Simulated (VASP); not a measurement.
Set up this calculation in VASP 6.6.1, as the native input.

```
Task                   : single point
Functional             : PBE
Potentials or basis    : VASP PAW PBE potentials, release 64 (B, W_sv)
Cutoff                 : 520 eV
k mesh                 : 10 × 10 × 10
Occupations            : gaussian, width 0.1 eV
Spin                   : no spin polarisation
Dipole correction      : no
Further INCAR settings : ALGO = Normal; EDIFF = 1e-06; NBANDS = 46
```

The structure of BW5 lies in POSCAR:

```
BW5
1.0
    0.0000000000      3.6604208309      3.6604208309
    3.6604208309      0.0000000000      3.6604208309
    3.6604208309      3.6604208309      0.0000000000
B W
1 5
Direct
    0.0000000000      0.0000000000      0.0000000000
    0.2500000000      0.2500000000      0.2500000000
    0.6254644908      0.6254644908      0.6254644908
    0.1236065276      0.6254644908      0.6254644908
    0.6254644908      0.6254644908      0.1236065276
    0.6254644908      0.1236065276      0.6254644908
```

These files were run (other wordings do the same):

INCAR

```
SYSTEM = BW5
  PREC = Accurate
  ENCUT = 520
  EDIFF = 1E-6
  ISMEAR = 0
  SIGMA = 0.1
  LREAL = .False.
  LASPH = .True.
  NELM = 100
  ALGO = Normal
  ISIF = 2
  LWAVE = .False.
  LCHARG = .False.
  GGA = PE
  NBANDS = 46
```

KPOINTS

```
Automatic mesh
0
Gamma
  10 10 10
  0 0 0
```

Potentials or basis: VASP PAW PBE potentials, release 64 (B, W_sv).

Launch:

```console
$ cat potpaw_PBE.64/B/POTCAR potpaw_PBE.64/W_sv/POTCAR > POTCAR
$ mpirun -np 1 vasp_std > vasp.out
```

Results of the run:

| Property | Result |
| --- | --- |
| Pressure | 0.7 GPa |
| Largest force | 0.013 eV/Å |

It took 120 s on 1 thread of Intel(R) Xeon(R) 6975P-C (Granite Rapids), on a shared host, peak memory 0.33 GiB.
